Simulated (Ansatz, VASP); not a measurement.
One calculation of BP, two programs

The input INCAR:

```
SYSTEM = BP
  PREC = Accurate
  ENCUT = 520
  EDIFF = 1E-6
  ISMEAR = -1
  SIGMA = 0.08
  LREAL = .FALSE.
  LASPH = .TRUE.
  NELM = 80
  ALGO = Normal
  ISIF = 2
  LWAVE = .FALSE.
  LCHARG = .FALSE.
  GGA = PE
  NBANDS = 11
```

Contents of KPOINTS:

```
Automatic mesh
0
G
  12 12 12
  0 0 0
```

POSCAR

```
BP
1.0
    0.0000000000      2.2499318716      2.2499318716
    2.2499318716      0.0000000000      2.2499318716
    2.2499318716      2.2499318716      0.0000000000
B P
1 1
Direct
    0.0000000000      0.0000000000      0.0000000000
    0.7500000000      0.7500000000      0.7500000000
```

Input for Ansatz:

```yaml
crystal:
  lattice:
    - [0.0, 2.2499318716, 2.2499318716]
    - [2.2499318716, 0.0, 2.2499318716]
    - [2.2499318716, 2.2499318716, 0.0]
  atoms:
    - { symbol: B, position: [0.0, 0.0, 0.0] }
    - { symbol: P, position: [0.75, 0.75, 0.75] }
kpoints:
  mp_grid: { grid: [12, 12, 12] }
scf:
  occupations: { method: fermi_dirac, width: 0.08 }
hamiltonian:
  xc: pbe
  pseudopotentials: { kind: all_electron, lapw: { basis_error: 0.0005 } }
output:
  forces: true
  stress: true
  eigenvalues: true
```

Change from the starting cell: volume scaled by 0.975.

Alike in both runs: task single point; functional PBE; k mesh 12 × 12 × 12; occupations fermi-dirac, width 0.08 eV; no spin polarisation.

|  | VASP | Ansatz |
| --- | --- | --- |
| version | VASP 6.6.1 | Ansatz 0.2.0 |
| potentials or method | VASP PAW PBE potentials, release 64 (B, P), cutoff 520 eV | all-electron LAPW, scalar-relativistic |

VASP gave:

| Quantity | Value |
| --- | --- |
| pressure (GPa) | 5.3 |

Q: What did Ansatz give for the same quantities?

A: Pressure (GPa): 5.5.

Ansatz ran all-electron here, and VASP with PAW potentials.
